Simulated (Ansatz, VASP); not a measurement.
Si4Ru in VASP and in Ansatz

```
CELL_PARAMETERS angstrom
4.42827 0.00000 0.00000
0.00000 4.42827 0.00000
0.00000 0.00000 4.42827
ATOMIC_POSITIONS crystal
Si 0.29728 0.70272 0.70272
Si 0.70272 0.29728 0.70272
Si 0.70272 0.70272 0.29728
Si 0.29728 0.29728 0.29728
Ru 0.00000 0.00000 0.00000
```

Change from the starting cell: species swapped into the SnI4 type (P-43m, No. 215).

Alike in both runs: task relaxation of cell and atoms; functional PBE; k mesh 8 × 8 × 8; occupations gaussian, width 0.1 eV; no spin polarisation.

```csv
,VASP,Ansatz
version,VASP 6.6.1,Ansatz 0.2.0
potentials or method,"VASP PAW PBE potentials, release 64 (Si, Ru_pv), cutoff 600 eV","scalar-relativistic, plane waves, PAW"
valence electrons in the cell,30,32
```

```tsv
	VASP	Ansatz	Ansatz less VASP
gap on the k mesh at the Fermi level, each at its own relaxed structure (eV)	none	none	-
relaxed volume (Å³/atom)	17.05	17.05	+0.001
relaxed cell length with the largest relative difference (Å)	4.401	4.401	+0.0001
```

A gap of «none» marks a metal or a gap that the smearing closes. VASP's potentials hold 30 valence electrons a cell and Ansatz's 32, so a difference there can come from the potentials and not from the codes.
